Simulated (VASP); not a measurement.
# Rb2Sn (Pnnm) in VASP: relaxation of cell and atoms with PBE

Aim: the relaxation of cell and atoms of Rb2Sn with PBE.

Everything below comes from runs of VASP 6.6.1. Logs are shortened: lines on timing, memory, paths and dates and some standing lists are left out, and cuts for length are marked.

### Step 1. The cell of the first run

Symmetry: Pnnm, No. 58, orthorhombic system. The conventional cell has a = 9.647 Å, b = 9.755 Å, c = 3.744 Å, α = 90.00°, β = 90.00°, γ = 90.00°. Rb (site symmetry m) has 3 Sn at 3.70 to 3.78 Å and 2 Rb at 3.74 Å within 4.9 Å. Within 4.9 Å of Sn (site symmetry 2/m) lie 6 Rb at 3.70 to 3.78 Å and 2 Sn at 3.74 Å.

### Step 2. Relaxation of cell and atoms, PBE

INCAR

```
PREC = Accurate
ENCUT = 500
EDIFF = 1E-7
ISMEAR = 0
SIGMA = 0.1
LREAL = False
LASPH = True
NELM = 120
ALGO = Normal
ISIF = 3
LWAVE = False
LCHARG = False
GGA = PE
IBRION = 2
NSW = 100
EDIFFG = -0.01
GGA_COMPAT = False
NELMIN = 4
KPAR = 4
```

KPOINTS

```
regular mesh
0
Gamma
  4 4 10
```

POSCAR

```
Rb2Sn
1.0
    9.7551681857      0.0000000000      0.0000000000
    0.0000000000      9.6468667082      0.0000000000
    0.0000000000      0.0000000000      3.7438765041
Rb Sn
4 2
Direct
    0.8121430378      0.2822367586      0.5000000000
    0.6878569622      0.7822367586      0.0000000000
    0.1878569622      0.7177632414      0.5000000000
    0.3121430378      0.2177632414      0.0000000000
    0.5000000000      0.5000000000      0.5000000000
    0.0000000000      0.0000000000      0.0000000000
```

Potentials or basis: VASP PAW PBE potentials, release 64 (Rb_sv, Sn_d).

Launch:

```console
cat potpaw_PBE.64/Rb_sv/POTCAR potpaw_PBE.64/Sn_d/POTCAR > POTCAR
mpirun -np 4 vasp_std > vasp.out
```

OUTCAR:

```text
PREC = Accurate
   ENCUT = 500
   EDIFF = 1E-7
   ISMEAR = 0
   LREAL = False
   LASPH = True
   NELM = 120
   ISIF = 3
   GGA = PE
   IBRION = 2
   NSW = 100
   EDIFFG = -0.01
   NELMIN = 4

 ion  position               nearest neighbor table
   1  0.812  0.282  0.500-   5 3.70   6 3.78   6 3.78   4 5.26   4 5.26   4 5.26   4 5.26   2 5.31
                             2 5.31   2 5.31   2 5.31   3 5.58
   2  0.688  0.782  0.000-   6 3.70   5 3.78   5 3.78   3 5.26   3 5.26   3 5.26   3 5.26   1 5.31
                             1 5.31   1 5.31   1 5.31   4 5.58
   3  0.188  0.718  0.500-   5 3.70   6 3.78   6 3.78   2 5.26   2 5.26   2 5.26   2 5.26   4 5.31
                             4 5.31   4 5.31   4 5.31   1 5.58
   4  0.312  0.218  0.000-   6 3.70   5 3.78   5 3.78   1 5.26   1 5.26   1 5.26   1 5.26   3 5.31
                             3 5.31   3 5.31   3 5.31   2 5.58
   5  0.500  0.500  0.500-   1 3.70   3 3.70   2 3.78   4 3.78   2 3.78   4 3.78
   6  0.000  0.000  0.000-   2 3.70   4 3.70   3 3.78   1 3.78   1 3.78   3 3.78

  LATTYP: Found a simple orthorhombic cell.
 ALAT       =     3.7438765041
 B/A-ratio  =     2.5767053741
 C/A-ratio  =     2.6056330050

  Lattice vectors:

 A1 = (   0.0000000000,   0.0000000000,  -3.7438765041)
 A2 = (   0.0000000000,   9.6468667082,   0.0000000000)
 A3 = (   9.7551681857,   0.0000000000,   0.0000000000)

Analysis of symmetry for initial positions (statically):
=====================================================================
 Subroutine PRICEL returns:
 Original cell was already a primitive cell.

 Routine SETGRP: Setting up the symmetry group for a
 simple orthorhombic supercell.

 Subroutine GETGRP returns: Found  8 space group operations
 (whereof  4 operations were pure point group operations)
 out of a pool of  8 trial point group operations.

The static configuration has the point symmetry C_2h.
 The point group associated with its full space group is D_2h.

Analysis of symmetry for dynamics (positions and initial velocities):
=====================================================================
 Subroutine PRICEL returns:
 Original cell was already a primitive cell.

 Routine SETGRP: Setting up the symmetry group for a
 simple orthorhombic supercell.

 Subroutine GETGRP returns: Found  8 space group operations
 (whereof  4 operations were pure point group operations)
 out of a pool of  8 trial point group operations.

The dynamic configuration has the point symmetry C_2h.
 The point group associated with its full space group is D_2h.

 Subroutine INISYM returns: Found  8 space group operations
 (whereof  4 operations are pure point group operations),
 and found     1 'primitive' translations

----------------------------------------------------------------------------------------

                                     Primitive cell

  volume of cell :     352.3243

  direct lattice vectors                    reciprocal lattice vectors
     9.755168186  0.000000000  0.000000000     0.102509765  0.000000000  0.000000000
     0.000000000  9.646866708  0.000000000     0.000000000  0.103660601  0.000000000
     0.000000000  0.000000000  3.743876504     0.000000000  0.000000000  0.267102827

  length of vectors
     9.755168186  9.646866708  3.743876504     0.102509765  0.103660601  0.267102827

  position of ions in fractional coordinates (direct lattice)
     0.812143038  0.282236759  0.500000000
     0.687856962  0.782236759  0.000000000
     0.187856962  0.717763241  0.500000000
     0.312143038  0.217763241  0.000000000
     0.500000000  0.500000000  0.500000000
     0.000000000  0.000000000  0.000000000

  ion indices of the primitive-cell ions
   primitive index   ion index
                 1           1
                 2           2
                 3           3
                 4           4
                 5           5
                 6           6

----------------------------------------------------------------------------------------

 KPOINTS: regular mesh

Automatic generation of k-mesh.
 Grid dimensions read from file:
 generate k-points for:    4    4   10

 Generating k-lattice:

  Cartesian coordinates                     Fractional coordinates (reciprocal lattice)
     0.025627441  0.000000000  0.000000000     0.250000000  0.000000000  0.000000000
     0.000000000  0.025915150  0.000000000     0.000000000  0.250000000  0.000000000
     0.000000000  0.000000000  0.026710283     0.000000000  0.000000000  0.100000000

  Length of vectors
     0.025627441  0.025915150  0.026710283

  Shift w.r.t. Gamma in fractional coordinates (k-lattice)
     0.000000000  0.000000000  0.000000000

 Subroutine IBZKPT returns following result:
 ===========================================

 Found     54 irreducible k-points:

 Following reciprocal coordinates:
            Coordinates               Weight
  0.000000  0.000000  0.000000      1.000000
  0.250000  0.000000  0.000000      2.000000
  0.500000  0.000000  0.000000      1.000000
  0.000000  0.250000  0.000000      2.000000
  0.250000  0.250000  0.000000      4.000000
  0.500000  0.250000  0.000000      2.000000
[... 16 lines left out ...]
  0.250000  0.250000  0.200000      8.000000
  0.500000  0.250000  0.200000      4.000000
 [... further k-points ...]
   k-points           NKPTS =     54   k-points in BZ     NKDIM =     54   number of bands    NBANDS=     38
   number of dos      NEDOS =    301   number of ions     NIONS =      6
   total plane-waves  NPLWV = 141120
   dimension x,y,z NGX =    72 NGY =   70 NGZ =   28
   dimension x,y,z NGXF=   144 NGYF=  140 NGZF=   56
   ions per type =               4   2
   NGX,Y,Z   is equivalent  to a cutoff of  12.27, 12.06, 12.43 a.u.
   NGXF,Y,Z  is equivalent  to a cutoff of  24.54, 24.13, 24.87 a.u.
 SYSTEM =  unknown system
   PREC   = accura    normal or accurate (medium, high low for compatibility)
   ISTART =      0    job   : 0-new  1-cont  2-samecut
   ICHARG =      2    charge: 1-file 2-atom 10-const
   ISPIN  =      1    spin polarized calculation?
   LNONCOLLINEAR =      F non collinear calculations
   LSORBIT =      F    spin-orbit coupling
   LASPH  =      T    aspherical Exc in radial PAW
   ENCUT  =  500.0 eV  36.75 Ry    6.06 a.u.  17.79 17.59  6.83*2*pi/ulx,y,z
   NELM   =    120;   NELMIN=  4; NELMDL= -5     # of ELM steps
   EDIFF  = 0.1E-06   stopping-criterion for ELM
   LREAL  =      F    real-space projection
   EDIFFG = -.1E-01   stopping-criterion for IOM
   NSW    =    100    number of steps for IOM
   IBRION =      2    ionic relax: 0-MD 1-quasi-New 2-CG
   NFREE  =      1    steps in history (QN), initial steepest desc. (CG)
   ISIF   =      3    stress and relaxation
   ISYM   =      2    0-nonsym 1-usesym 2-fastsym
   POTIM  = 0.5000    time-step for ionic-motion
   TEBEG  =    0.0;   TEEND  =   0.0 temperature during run
   PSTRESS=    0.0 pullay stress
   NELECT =      64.0000    total number of electrons
   NUPDOWN=      -1.0000    fix difference up-down
   EMIN   =  10.00;   EMAX   =-10.00  energy-range for DOS
   EFERMI =   0.00;   METHOD = LEGACY
   ISMEAR =     0;   SIGMA  =   0.10  broadening in eV -4-tet -1-fermi 0-gaus
   EFERMI_NEDOS =   21; number of points for ismear=-14 and -15
   IALGO  =     38    algorithm
   IMIX   =      4    mixing-type and parameters
     AMIX     =   0.40;   BMIX     =  1.00
     AMIX_MAG =   1.60;   BMIX_MAG =  1.00
  volume/ion in A,a.u.               =      58.72       396.27
  Fermi-wavevector in a.u.,A,eV,Ry     =   0.927158  1.752075 11.695879  0.859623
  Thomas-Fermi vector in A             =   2.053198
   LORBIT       =      0    0 simple, 1 ext, 2 COOP (PROOUT), +10 PAW based schemes
   GGA     = PE    functional components
   LHFCALC =     F    Hartree Fock is set to
   AEXX    =    0.0000 exact exchange contribution
   IVDW    =     0    specifies the selected vdW correction
   LEPSILON=     F    determine dielectric tensor
   LRPA    =     F    only Hartree local field effects (RPA)
 conjugate gradient relaxation of ions
 non-spin polarized calculation
 Gauss-broadening in eV      SIGMA  =   0.10
  energy-cutoff  :      500.00
  volume of cell :      352.32
 maximum number of plane-waves:      9006
 NGX is ok and might be reduce to    72
   NGX = 35   NGY = 35   NGZ = 13

--------------------------------------- Ionic step        1  -------------------------------------------

 number of electron      63.9999996 magnetization

 Free energy of the ion-electron system (eV)
  ---------------------------------------------------
  ext. energy  EPLUGINS =         0.00000000
  ---------------------------------------------------
  free energy    TOTEN  =       -10.75803497 eV

  energy without entropy =      -10.71706254  energy(sigma->0) =      -10.73754875

------------------------ aborting loop because EDIFF is reached ----------------------------------------

  FORCE on cell =-STRESS in cart. coord.  units (eV):
  Direction    XX          YY          ZZ          XY          YZ          ZX
  --------------------------------------------------------------------------------------
  -------------------------------------------------------------------------------------
  Total       -0.2882382     -0.3616559      0.8755811      0.0000000      0.0000000      0.0000000
  in kB       -1.3107489     -1.6446127      3.9816620      0.0000000      0.0000000      0.0000000
  external PRESSURE =       0.3421002 kB  Pullay stress =       0.0000000 kB
[... 265 lines left out ...]
  energy  without entropy=      -10.7399911790  energy(sigma->0) =      -10.76001902

--------------------------------------- Ionic step        8  -------------------------------------------

 number of electron      64.0000003 magnetization

 Free energy of the ion-electron system (eV)
  ---------------------------------------------------
  ext. energy  EPLUGINS =         0.00000000
  ---------------------------------------------------
  free energy    TOTEN  =       -10.78028119 eV

  energy without entropy =      -10.74009636  energy(sigma->0) =      -10.76018877

 E-fermi :   1.0468     XC(G=0):  -6.4964

 val. band max:        1.0425195840   @ k =   0.5000   0.5000   0.3000
 cond. band min:       1.0664702353   @ k =   0.2500   0.2500   0.3000
 fundamental gap:      0.0239506513
 Fermi energy:         1.0468072015

 k-point     1 :       0.0000    0.0000    0.0000
  band No.  band energies     occupation
      1     -27.1865      2.00000
      2     -27.1848      2.00000
      3     -27.1847      2.00000
      4     -27.1835      2.00000
      5     -19.8988      2.00000
      6     -19.8984      2.00000
[... 973 lines left out ...]
     37       2.9024      0.00000
     38       2.9024      0.00000

 [... further k-points ...]

------------------------ aborting loop because EDIFF is reached ----------------------------------------

  FORCE on cell =-STRESS in cart. coord.  units (eV):
  Direction    XX          YY          ZZ          XY          YZ          ZX
  --------------------------------------------------------------------------------------
  -------------------------------------------------------------------------------------
  Total        0.0011291      0.0209798      0.0103217     -0.0000000      0.0000000      0.0000000
  in kB        0.0050441      0.0937215      0.0461092     -0.0000000      0.0000000      0.0000000
  external PRESSURE =       0.0482916 kB  Pullay stress =       0.0000000 kB
[... 21 lines left out ...]
  FREE ENERGIE OF THE ION-ELECTRON SYSTEM (eV)
  ---------------------------------------------------
  free  energy   TOTEN  =       -10.7802811902 eV

  energy  without entropy=      -10.7400963593  energy(sigma->0) =      -10.76018877

 reached required accuracy - stopping structural energy minimisation
```

Run time: 28 min. Hardware: 4 MPI ranks of Intel Xeon Platinum 8375C at 2.90GHz (Ice Lake), shared host; peak memory 0.76 GiB.

Results:

```yaml
Free_energy: -10.7803 eV
Relaxed_volume: 59.78 Å³/atom
Relaxed_cell: a = 9.738 Å, b = 9.448 Å, c = 3.898 Å, α = 90.00°, β = 90.00°, γ = 90.00°
Space_group_after_relaxing_to_0.1_Å: Pnnm (No. 58)
Energy_gained_by_relaxing: 3.7 meV/atom
Ionic_steps: 8
Pressure_after_relaxing: 0.0 GPa
Largest_force_after_relaxing: 0.004 eV/Å
Band_gap_on_the_k_mesh: zero (bands 32 and 33 overlap by 0.47 eV)
```

Forces in eV/Å, atoms in the order of the input:
```
Rb   0.000 -0.004  0.000
Rb   0.000 -0.004  0.000
Rb   0.000  0.004  0.000
Rb   0.000  0.004  0.000
Sn   0.000  0.000  0.000
Sn   0.000  0.000  0.000
```

Step by step:
```tsv
step	energy change (eV)	largest force (eV/Å)	pressure (GPa)	volume (Å³)
1	0.0000	0.0116	0.03	352.32
2	-0.0071	0.0149	0.04	352.95
3	-0.0188	0.0324	0.05	354.71
4	-0.0194	0.0384	0.06	355.21
5	-0.0207	0.0327	0.01	357.21
6	-0.0213	0.0256	-0.04	360.05
7	-0.0220	0.0146	-0.02	359.36
8	-0.0222	0.0035	0.00	358.65
```

Final structure:
```
Rb Sn
1.0
     9.73810    0.00000    0.00000
     0.00000    9.44767    0.00000
     0.00000    0.00000    3.89829
Rb Sn
4 2
Direct
  0.81326 0.28055 0.50000
  0.68674 0.78055 0.00000
  0.18674 0.71945 0.50000
  0.31326 0.21945 0.00000
  0.50000 0.50000 0.50000
  0.00000 0.00000 0.00000
```

Levels at points of the mesh, in eV from the Fermi level:
| k point | band 30 | band 31 | band 32 | band 33 | band 34 | band 35 |
| --- | --- | --- | --- | --- | --- | --- |
| (0.00, 0.00, 0.00) | -1.37 | -0.46 | -0.42 | -0.38 | 0.49 | 1.78 |
| (0.50, 0.00, 0.00) | -1.17 | -0.95 | -0.95 | 0.59 | 0.59 | 1.72 |
| (0.00, 0.50, 0.00) | -1.21 | -0.95 | -0.95 | 0.72 | 0.72 | 1.83 |
| (0.50, 0.50, 0.00) | -1.55 | -0.39 | -0.39 | 1.00 | 1.00 | 1.06 |
| (0.00, 0.00, 0.50) | -1.35 | 0.08 | 0.08 | 0.33 | 0.33 | 1.82 |
| (0.50, 0.00, 0.50) | -1.38 | 0.09 | 0.09 | 0.36 | 0.36 | 1.68 |
| (0.00, 0.50, 0.50) | -1.36 | 0.10 | 0.10 | 0.33 | 0.33 | 1.87 |
| (0.50, 0.50, 0.50) | -1.33 | 0.08 | 0.08 | 0.16 | 0.16 | 1.96 |

Caveat: spin-orbit coupling is left out, which moves the levels of the heavy elements.

The gap in the log of VASP goes by the Fermi energy; the results here count the filled bands.